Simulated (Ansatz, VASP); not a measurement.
**Bi2TeSe2: VASP beside Ansatz**

```
Bi Te Se
1.0
     2.02876    1.17130   10.00370
    -2.02876    1.17130   10.00370
     0.00000   -2.34261   10.00370
Bi Te Se
2 1 2
Direct
  0.39806 0.39806 0.39806
  0.60194 0.60194 0.60194
  0.00000 0.00000 0.00000
  0.21160 0.21160 0.21160
  0.78840 0.78840 0.78840
```

Change from the starting cell: strain -0.030 along x and y, +0.030 along z, atoms carried along.

Alike in both runs: task single point; functional PBEsol; k mesh 12 × 12 × 12; occupations gaussian, width 0.05 eV; no spin polarisation.

```csv
,VASP,Ansatz
version,VASP 6.6.1,Ansatz 0.2.0
potentials or method,"VASP PAW PBE potentials, release 64 (Bi_d, Te, Se), cutoff 520 eV","scalar-relativistic, plane waves, PAW"
valence electrons in the cell,48,78
```

```csv
,VASP,Ansatz,Ansatz less VASP
gap on the k mesh at the Fermi level (eV),0.60,0.59,-0.004
least direct gap on the mesh (eV),0.60,0.59,-0.004
pressure (GPa),4.0,3.9,-0.04
"traceless stress, the component that is largest in VASP (GPa)",-1.30,-1.31,-0.011
rms of the force components (eV/Å),0.727,0.730,+0.0028
```

VASP's potentials were made for PBE, not for PBEsol. Atom by atom the forces differ by 0.005 eV/Å (rms over components). With one functional, cell and mesh, what is left measures potentials, basis and numerics. VASP's potentials hold 48 valence electrons a cell and Ansatz's 78, so a difference there can come from the potentials and not from the codes.

Neither program's run includes spin-orbit coupling.
